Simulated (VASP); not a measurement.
A run of VASP 6.6.1 is set up as follows.

File POSCAR:

```
K
1.0
   -2.6699463634      2.6699463634      2.6699463634
    2.6699463634     -2.6699463634      2.6699463634
    2.6699463634      2.6699463634     -2.6699463634
K
1
Direct
    0.0000000000      0.0000000000      0.0000000000
```

File INCAR.step1:

```
PREC     = Accurate       # precision mode
ENCUT    = 520            # plane-wave cutoff, eV
ISMEAR   = -1             # smearing method
SIGMA    = 0.1            # smearing width, eV
LREAL    = F              # projectors in reciprocal space
LASPH    = T              # aspherical terms in the spheres
NELM     = 100            # most SCF steps
NBANDS   = 10             # bands
GGA      = PE             # functional
ALGO     = Normal         # electronic algorithm
EDIFF    = 1E-4           # SCF threshold, eV
LWAVE    = T              # write WAVECAR
LCHARG   = F              # write CHGCAR
```

The input INCAR.step2:

```
PREC     = Accurate       # precision mode
ENCUT    = 520            # plane-wave cutoff, eV
EDIFF    = 1E-7           # SCF threshold, eV
ISMEAR   = -1             # smearing method
SIGMA    = 0.1            # smearing width, eV
LREAL    = F              # projectors in reciprocal space
LASPH    = T              # aspherical terms in the spheres
NELM     = 100            # most SCF steps
ALGO     = Normal         # electronic algorithm
ISIF     = 2              # what is computed and relaxed
LWAVE    = F              # write WAVECAR
LCHARG   = F              # write CHGCAR
METAGGA  = R2SCAN         # meta-GGA
LMIXTAU  = T            
NBANDS   = 10             # bands
ISTART   = 1
```

Contents of KPOINTS:

```
regular mesh
0
Gamma
  2 2 2
```

Potentials or basis: VASP PAW PBE potentials, release 64 (K_sv).

Command:

```sh
$ cat potpaw_PBE.64/K_sv/POTCAR > POTCAR
$ cp INCAR.step1 INCAR
$ mpirun -np 1 vasp_std > vasp.out
$ cp INCAR.step2 INCAR
$ mpirun -np 1 vasp_std > vasp.out
```

(1) What does it give for the pressure?

Answers

(1) 0.5 GPa.

Caveat: the k points lie up to 0.83 Å⁻¹ apart; the PAW data sets were made with another functional, which shifts forces and pressure a little.
